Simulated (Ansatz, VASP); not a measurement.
## Two plane-wave programs on ZrAl3B3N

```
Zr Al B N
1.0
     5.02239    0.00000    0.00000
    -2.51120    4.34952    0.00000
     0.00000    0.00000    4.50867
Zr Al B N
1 3 3 1
Direct
  0.00000 0.00000 0.50000
  0.62180 0.00000 0.00000
  0.00000 0.62180 0.00000
  0.37820 0.37820 0.00000
  0.50761 0.00000 0.50000
  0.00000 0.50761 0.50000
  0.49239 0.49239 0.50000
  0.00000 0.00000 0.00000
```

Alike in both runs: functional PBE; k mesh 3 × 3 × 2; occupations gaussian, width 0.15 eV; no spin polarisation.

Ansatz relaxed the structure, and its values are those at the end. VASP's run is a single point on that final structure, the one shown.

|  | VASP | Ansatz |
| --- | --- | --- |
| version | VASP 6.6.1 | Ansatz 0.2.0 |
| potentials or method | VASP PAW PBE potentials, release 64 (Zr_sv, Al, B, N), cutoff 520 eV | scalar-relativistic, plane waves, PAW |
| valence electrons in the cell | 35 | 35 |

```tsv
	VASP	Ansatz	Ansatz less VASP
gap on the k mesh at the Fermi level (eV)	none	none	-
pressure (GPa)	-0.1	-0.1	+0.03
rms of the force components (eV/Å)	0.012	0.010	-0.0021
```

A gap of «none» marks a metal or a gap that the smearing closes.

The k mesh is coarse, so the values compare programs but aren't converged.
